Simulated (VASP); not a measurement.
# Mg (Pm-3m) in VASP: a series of runs, part 2 of 3

VASP 6.6.1.

## 3. Single point, PBE

This run uses another cell than the first one, of 27.04 Å³/atom.

INCAR reads:

```
ALGO = Normal
EDIFF = 1E-7
ENCUT = 520
GGA = PE
ISIF = 2
ISMEAR = -1
LASPH = True
LCHARG = False
LREAL = False
LWAVE = False
NBANDS = 7
NELM = 100
PREC = Accurate
SIGMA = 0.06122561905347299
```

KPOINTS reads:

```
k-points
0
Gamma
  36 36 36
```

POSCAR reads:

```
Mg
1.0
    3.0014627385      0.0000000000      0.0000000000
    0.0000000000      3.0014627385      0.0000000000
    0.0000000000      0.0000000000      3.0014627385
Mg
1
Direct
    0.0000000000      0.0000000000      0.0000000000
```

Potentials or basis: VASP PAW PBE potentials, release 64 (Mg).

Launch:

```sh
$ cat potpaw_PBE.64/Mg/POTCAR > POTCAR
$ mpirun -np 1 vasp_std > vasp.out
```

It took 63 s on 1 thread of Intel Xeon Platinum 8488C (Sapphire Rapids), shared host; peak memory 0.36 GiB.

It converged, with:

- Free energy: -1.1263 eV
- Pressure: 0.4 GPa
- Band gap on the k mesh: zero (bands 1 and 2 overlap by 6.54 eV)

Levels at points of the mesh, in eV from the Fermi level:
| k point | band 1 | band 2 | band 3 | band 4 |
| --- | --- | --- | --- | --- |
| (0.00, 0.00, 0.00) | -6.23 | 8.19 | 8.19 | 9.62 |
| (0.50, 0.00, 0.00) | -2.33 | -1.94 | 10.63 | 13.05 |
| (0.50, 0.50, 0.00) | 1.35 | 1.35 | 2.12 | 2.71 |
| (0.50, 0.50, 0.50) | 4.60 | 4.60 | 4.60 | 5.75 |

## 4. Single point, PBE

This run uses another cell than the first one, of 27.59 Å³/atom.

INCAR reads:

```
PREC = Accurate ; ENCUT = 520
EDIFF = 1E-6 ; ISMEAR = -1
SIGMA = 0.06122561905347299 ; LREAL = False
LASPH = True ; NELM = 60
ALGO = Normal ; ISIF = 2
LWAVE = False ; LCHARG = True
GGA = PE ; LELF = True
LVHAR = True ; NBANDS = 7
```

KPOINTS reads:

```
regular mesh
0
Gamma
  36 36 36
```

POSCAR reads:

```
Mg
1.0
    3.0217435074      0.0000000000      0.0000000000
    0.0000000000      3.0217435074      0.0000000000
    0.0000000000      0.0000000000      3.0217435074
Mg
1
Direct
    0.0000000000      0.0000000000      0.0000000000
```

Potentials or basis: VASP PAW PBE potentials, release 64 (Mg).

Launch:

```sh
$ cat potpaw_PBE.64/Mg/POTCAR > POTCAR
$ mpirun -np 1 vasp_std > vasp.out
```

OUTCAR:

```text
PREC = Accurate
   ENCUT = 520
   EDIFF = 1E-6
   ISMEAR = -1
   LREAL = False
   LASPH = True
   NELM = 60
   ISIF = 2
   GGA = PE

 ion  position               nearest neighbor table
   1  0.000  0.000  0.000-

  LATTYP: Found a simple cubic cell.
 ALAT       =     3.0217435074

  Lattice vectors:

 A1 = (   3.0217435074,   0.0000000000,   0.0000000000)
 A2 = (   0.0000000000,   3.0217435074,   0.0000000000)
 A3 = (   0.0000000000,   0.0000000000,   3.0217435074)

Analysis of symmetry for initial positions (statically):
=====================================================================
 Subroutine PRICEL returns:
 Original cell was already a primitive cell.

 Routine SETGRP: Setting up the symmetry group for a
 simple cubic supercell.

 Subroutine GETGRP returns: Found 48 space group operations
 (whereof 48 operations were pure point group operations)
 out of a pool of 48 trial point group operations.

The static configuration has the point symmetry O_h .

Analysis of symmetry for dynamics (positions and initial velocities):
=====================================================================
 Subroutine PRICEL returns:
 Original cell was already a primitive cell.

 Routine SETGRP: Setting up the symmetry group for a
 simple cubic supercell.

 Subroutine GETGRP returns: Found 48 space group operations
 (whereof 48 operations were pure point group operations)
 out of a pool of 48 trial point group operations.

The dynamic configuration has the point symmetry O_h .

 Subroutine INISYM returns: Found 48 space group operations
 (whereof 48 operations are pure point group operations),
 and found     1 'primitive' translations

----------------------------------------------------------------------------------------

                                     Primitive cell

  volume of cell :      27.5913

  direct lattice vectors                    reciprocal lattice vectors
     3.021743507  0.000000000  0.000000000     0.330934772  0.000000000  0.000000000
     0.000000000  3.021743507  0.000000000     0.000000000  0.330934772  0.000000000
     0.000000000  0.000000000  3.021743507     0.000000000  0.000000000  0.330934772

  length of vectors
     3.021743507  3.021743507  3.021743507     0.330934772  0.330934772  0.330934772

  position of ions in fractional coordinates (direct lattice)
     0.000000000  0.000000000  0.000000000

  ion indices of the primitive-cell ions
   primitive index   ion index
                 1           1

----------------------------------------------------------------------------------------

 KPOINTS: regular mesh

Automatic generation of k-mesh.
 Grid dimensions read from file:
 generate k-points for:   36   36   36

 Generating k-lattice:

  Cartesian coordinates                     Fractional coordinates (reciprocal lattice)
     0.009192633  0.000000000  0.000000000     0.027777778  0.000000000  0.000000000
     0.000000000  0.009192633  0.000000000     0.000000000  0.027777778  0.000000000
     0.000000000  0.000000000  0.009192633     0.000000000  0.000000000  0.027777778

  Length of vectors
     0.009192633  0.009192633  0.009192633

  Shift w.r.t. Gamma in fractional coordinates (k-lattice)
     0.000000000  0.000000000  0.000000000

 Subroutine IBZKPT returns following result:
 ===========================================

 Found   1330 irreducible k-points:

 Following reciprocal coordinates:
            Coordinates               Weight
  0.000000  0.000000  0.000000      1.000000
  0.027778  0.000000  0.000000      6.000000
  0.055556  0.000000  0.000000      6.000000
  0.083333  0.000000  0.000000      6.000000
  0.111111  0.000000  0.000000      6.000000
  0.138889  0.000000  0.000000      6.000000
[... 16 lines left out ...]
  0.111111  0.027778  0.000000     24.000000
  0.138889  0.027778  0.000000     24.000000
 [... further k-points ...]
   k-points           NKPTS =   1330   k-points in BZ     NKDIM =   1330   number of bands    NBANDS=      7
   number of dos      NEDOS =    301   number of ions     NIONS =      1
   total plane-waves  NPLWV =  13824
   dimension x,y,z NGX =    24 NGY =   24 NGZ =   24
   dimension x,y,z NGXF=    48 NGYF=   48 NGZF=   48
   ions per type =               1
   NGX,Y,Z   is equivalent  to a cutoff of  13.20, 13.20, 13.20 a.u.
   NGXF,Y,Z  is equivalent  to a cutoff of  26.41, 26.41, 26.41 a.u.
 SYSTEM =  unknown system
   PREC   = accura    normal or accurate (medium, high low for compatibility)
   ISTART =      0    job   : 0-new  1-cont  2-samecut
   ICHARG =      2    charge: 1-file 2-atom 10-const
   ISPIN  =      1    spin polarized calculation?
   LNONCOLLINEAR =      F non collinear calculations
   LSORBIT =      F    spin-orbit coupling
   LASPH  =      T    aspherical Exc in radial PAW
   ENCUT  =  520.0 eV  38.22 Ry    6.18 a.u.   5.62  5.62  5.62*2*pi/ulx,y,z
   NELM   =     60;   NELMIN=  2; NELMDL= -5     # of ELM steps
   EDIFF  = 0.1E-05   stopping-criterion for ELM
   LREAL  =      F    real-space projection
   EDIFFG = 0.1E-04   stopping-criterion for IOM
   NSW    =      0    number of steps for IOM
   IBRION =     -1    ionic relax: 0-MD 1-quasi-New 2-CG
   NFREE  =      0    steps in history (QN), initial steepest desc. (CG)
   ISIF   =      2    stress and relaxation
   ISYM   =      2    0-nonsym 1-usesym 2-fastsym
   POTIM  = 0.5000    time-step for ionic-motion
   TEBEG  =    0.0;   TEEND  =   0.0 temperature during run
   PSTRESS=    0.0 pullay stress
   NELECT =       2.0000    total number of electrons
   NUPDOWN=      -1.0000    fix difference up-down
   EMIN   =  10.00;   EMAX   =-10.00  energy-range for DOS
   EFERMI =   0.00;   METHOD = LEGACY
   ISMEAR =    -1;   SIGMA  =   0.06  broadening in eV -4-tet -1-fermi 0-gaus
   EFERMI_NEDOS =   21; number of points for ismear=-14 and -15
   IALGO  =     38    algorithm
   IMIX   =      4    mixing-type and parameters
     AMIX     =   0.40;   BMIX     =  1.00
     AMIX_MAG =   1.60;   BMIX_MAG =  1.00
  volume/ion in A,a.u.               =      27.59       186.20
  Fermi-wavevector in a.u.,A,eV,Ry     =   0.682591  1.289910  6.339369  0.465930
  Thomas-Fermi vector in A             =   1.761709
   LORBIT       =      0    0 simple, 1 ext, 2 COOP (PROOUT), +10 PAW based schemes
   GGA     = PE    functional components
   LHFCALC =     F    Hartree Fock is set to
   AEXX    =    0.0000 exact exchange contribution
   IVDW    =     0    specifies the selected vdW correction
   LEPSILON=     F    determine dielectric tensor
   LRPA    =     F    only Hartree local field effects (RPA)
 non-spin polarized calculation
  energy-cutoff  :      520.00
  volume of cell :       27.59
 maximum number of plane-waves:       768
 NGX is ok and might be reduce to    24
   NGX = 11   NGY = 11   NGZ = 11

 number of electron       2.0000000 magnetization

 Free energy of the ion-electron system (eV)
  ---------------------------------------------------
  ext. energy  EPLUGINS =         0.00000000
  ---------------------------------------------------
  free energy    TOTEN  =        -1.12691149 eV

  energy without entropy =       -1.12067617  energy(sigma->0) =       -1.12379383

 E-fermi :   1.6690     XC(G=0):  -7.9042

 val. band max:        1.6658914453   @ k =   0.4722   0.3889   0.1111
 cond. band min:       1.6725476061   @ k =   0.4444   0.3333   0.2778
 fundamental gap:      0.0066561608
 Fermi energy:         1.6690423648

 k-point     1 :       0.0000    0.0000    0.0000
  band No.  band energies     occupation
      1      -4.4811      2.00000
      2       9.7900      0.00000
      3       9.7900      0.00000
      4      11.1484      0.00000
      5      11.1484      0.00000
      6      11.1484      0.00000
      7      15.5685      0.00000
[... 221 lines left out ...]
 k-point    24 :       0.1389    0.0278    0.0000
  band No.  band energies     occupation
      1      -4.1516      2.00000
      2       6.9861      0.00000
      3       9.8499      0.00000
      4      11.4250      0.00000
      5      11.5090      0.00000
      6      13.2370      0.00000
      7      17.1810      0.00000

 [... further k-points ...]

------------------------ aborting loop because EDIFF is reached ----------------------------------------

  FORCE on cell =-STRESS in cart. coord.  units (eV):
  Direction    XX          YY          ZZ          XY          YZ          ZX
  --------------------------------------------------------------------------------------
  -------------------------------------------------------------------------------------
  Total       -0.0110297     -0.0110297     -0.0110297      0.0000000      0.0000000      0.0000000
  in kB       -0.6404766     -0.6404766     -0.6404766      0.0000000      0.0000000      0.0000000
  external PRESSURE =      -0.6404766 kB  Pullay stress =       0.0000000 kB

 VOLUME and BASIS-vectors are now :
 -----------------------------------------------------------------------------
  energy-cutoff  :      520.00
  volume of cell :       27.59
      direct lattice vectors                 reciprocal lattice vectors
     3.021743507  0.000000000  0.000000000     0.330934772  0.000000000  0.000000000
     0.000000000  3.021743507  0.000000000     0.000000000  0.330934772  0.000000000
     0.000000000  0.000000000  3.021743507     0.000000000  0.000000000  0.330934772

 POSITION                                       TOTAL-FORCE (eV/Angst)
 -----------------------------------------------------------------------------------
      0.00000      0.00000      0.00000         0.000000      0.000000      0.000000
 -----------------------------------------------------------------------------------
    total drift:                               -0.000000      0.000000      0.000000

  FREE ENERGIE OF THE ION-ELECTRON SYSTEM (eV)
  ---------------------------------------------------
  free  energy   TOTEN  =        -1.1269114859 eV

  energy  without entropy=       -1.1206761662  energy(sigma->0) =       -1.12379383
```

Run time: 58 s. Hardware: 1 thread of Intel Xeon Platinum 8488C (Sapphire Rapids), shared host; peak memory 0.37 GiB.

Results:

| Item | Value |
| --- | --- |
| Free energy | -1.1269 eV |
| Pressure | -0.1 GPa |
| Band gap on the k mesh | zero (bands 1 and 2 overlap by 6.42 eV) |

## 5. Single point, PBE

This run uses another cell than the first one, of 28.14 Å³/atom.

INCAR reads:

```
SYSTEM = Mg
ALGO = Normal
EDIFF = 1E-7
ENCUT = 520
GGA = PE
ISIF = 2
ISMEAR = -1
LASPH = .TRUE.
LCHARG = .TRUE.
LELF = .TRUE.
LREAL = .FALSE.
LVHAR = .TRUE.
LWAVE = .FALSE.
NBANDS = 7
NELM = 60
PREC = Accurate
SIGMA = 0.06122561905347299
```

KPOINTS reads:

```
k-points
0
G
  36 36 36
  0 0 0
```

POSCAR reads:

```
Mg
1.0
    3.0417556370      0.0000000000      0.0000000000
    0.0000000000      3.0417556370      0.0000000000
    0.0000000000      0.0000000000      3.0417556370
Mg
1
Direct
    0.0000000000      0.0000000000      0.0000000000
```

Launch:

```sh
$ cat potpaw_PBE.64/Mg/POTCAR > POTCAR
$ mpirun -np 1 vasp_std > vasp.out
```

Wall time 66 s (1 thread of Intel Xeon Platinum 8488C (Sapphire Rapids), shared host); peak memory 0.37 GiB.

It converged, with:

```
Free energy            : -1.1259 eV
Pressure               : -0.5 GPa
Band gap on the k mesh : zero (bands 1 and 2 overlap by 6.30 eV)
```

Levels at points of the mesh, in eV from the Fermi level:
| k point | band 1 | band 2 | band 3 | band 4 | band 5 | band 6 |
| --- | --- | --- | --- | --- | --- | --- |
| (0.00, 0.00, 0.00) | -6.07 | 8.05 | 8.05 | 9.34 | 9.34 | 9.34 |
| (0.50, 0.00, 0.00) | -2.31 | -1.85 | 10.42 | 12.63 | 12.63 | 12.94 |
| (0.50, 0.50, 0.00) | 1.32 | 1.32 | 1.97 | 2.74 | 15.36 | 15.36 |
| (0.50, 0.50, 0.50) | 4.45 | 4.45 | 4.45 | 5.69 | 5.69 | 5.69 |

(Part 2 of 3 ends here.)
